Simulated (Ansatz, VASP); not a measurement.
## Two plane-wave programs on Sn2Sb2Te

```xyz
5
Lattice="5.4819 0.0000 0.0000 -2.7409 4.7474 0.0000 0.0000 0.0000 6.2610" Properties=species:S:1:pos:R:3 pbc="T T T"
Sn    0.0000    3.1650    3.1305
Sn    2.7409    1.5825    3.1305
Sb    0.0000    3.1650    0.0000
Sb    2.7409    1.5825    0.0000
Te    0.0000    0.0000    3.1305
```

Alike in both runs: functional PBE; k mesh 6 × 6 × 4; occupations gaussian, width 0.1 eV; no spin polarisation.

Ansatz relaxed the structure, and its values are those at the end. VASP's run is a single point on that final structure, the one shown.

```csv
,VASP,Ansatz
version,VASP 6.6.1,Ansatz 0.2.0
potentials or method,"VASP PAW PBE potentials, release 64 (Sn_d, Sb, Te), cutoff 520 eV","scalar-relativistic, plane waves, PAW"
valence electrons in the cell,44,74
```

|  | VASP | Ansatz | Ansatz less VASP |
| --- | --- | --- | --- |
| gap on the k mesh at the Fermi level (eV) | none | none | - |
| pressure (GPa) | 0.2 | 0.3 | +0.03 |

A gap of «none» marks a metal or a gap that the smearing closes. VASP's potentials hold 44 valence electrons a cell and Ansatz's 74, so a difference there can come from the potentials and not from the codes.

Neither program's run includes spin-orbit coupling.
